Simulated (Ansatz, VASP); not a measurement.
# Two plane-wave programs on Sb

Contents of INCAR:

```
SYSTEM = Sb
  PREC = Accurate
  ENCUT = 500
  EDIFF = 1E-6
  ISMEAR = -1
  SIGMA = 0.05
  LREAL = .FALSE.
  LASPH = .TRUE.
  NELM = 120
  ALGO = Normal
  ISIF = 2
  LWAVE = .FALSE.
  LCHARG = .TRUE.
  GGA = CA
  LELF = .TRUE.
  LVHAR = .TRUE.
  NBANDS = 22
  GGA_COMPAT = .FALSE.
```

File KPOINTS:

```
Automatic mesh
0
G
  4 4 4
  0 0 0
```

File POSCAR:

```
Sb
1.0
    2.1542000000      1.2437279499      3.7580000000
   -2.1542000000      1.2437279499      3.7580000000
    0.0000000000     -2.4874558998      3.7580000000
Sb
2
Direct
    0.7665100000      0.7665100000      0.7665100000
    0.2334900000      0.2334900000      0.2334900000
```

Contents of input.yaml:

```yaml
crystal:
  lattice:
    - [2.1542, 1.2437279499, 3.758]
    - [-2.1542, 1.2437279499, 3.758]
    - [0.0, -2.4874558998, 3.758]
  atoms:
    - { symbol: Sb, position: [0.76651, 0.76651, 0.76651] }
    - { symbol: Sb, position: [0.23349, 0.23349, 0.23349] }
hamiltonian:
  xc: lda
  pseudopotentials: { kind: paw }
kpoints:
  mp_grid: { grid: [4, 4, 4] }
  band_path:
    path:
      - [[0.0, 0.0, 0.0], [0.5, 0.0, 0.0], [0.5, 0.2396873643, -0.2396873643]]
      - [[0.7603126357, 0.5, 0.2396873643], [0.5, 0.5, 0.5], [0.0, 0.0, 0.0], [0.3698436821, 0.0, -0.3698436821]]
      - [[0.6301563179, 0.3698436821, 0.0], [0.5, 0.5, 0.0], [0.6301563179, 0.6301563179, 0.2396873643], [0.5, 0.5, 0.5]]
      - [[0.5, 0.0, 0.0], [0.7603126357, 0.3698436821, 0.3698436821]]
    npoints: 14
scf:
  occupations: { method: fermi_dirac, width: 0.05 }
  n_extra_bands: 6
output:
  forces: true
  stress: true
  eigenvalues: true
  fatbands: true
```

Alike in both runs: functional LDA; k mesh 4 × 4 × 4; occupations fermi-dirac, width 0.05 eV; no spin polarisation.

|  | VASP | Ansatz |
| --- | --- | --- |
| version | VASP 6.6.1 | Ansatz 0.2.0 |
| potentials or method | VASP PAW LDA potentials, release 64 (Sb_d_GW) | Ansatz PAW |
| plane-wave cutoff (eV) | 500 | 420 |
| valence electrons in the cell | 30 | 30 |
| task | single point | band structure |

```tsv
	VASP	Ansatz	Ansatz less VASP
pressure (GPa)	-1.1	-1.2	-0.07
traceless stress, the component that is largest in VASP (GPa)	-0.84	-0.83	+0.007
rms of the force components (eV/Å)	0.133	0.134	+0.0012
```

LDA's correlation is that of Perdew and Zunger in VASP and of Perdew and Wang (1992) in Ansatz. Atom by atom the forces differ by 0.001 eV/Å (rms over components).

The k mesh is coarse, so the values compare programs but aren't converged. Neither program's run includes spin-orbit coupling.
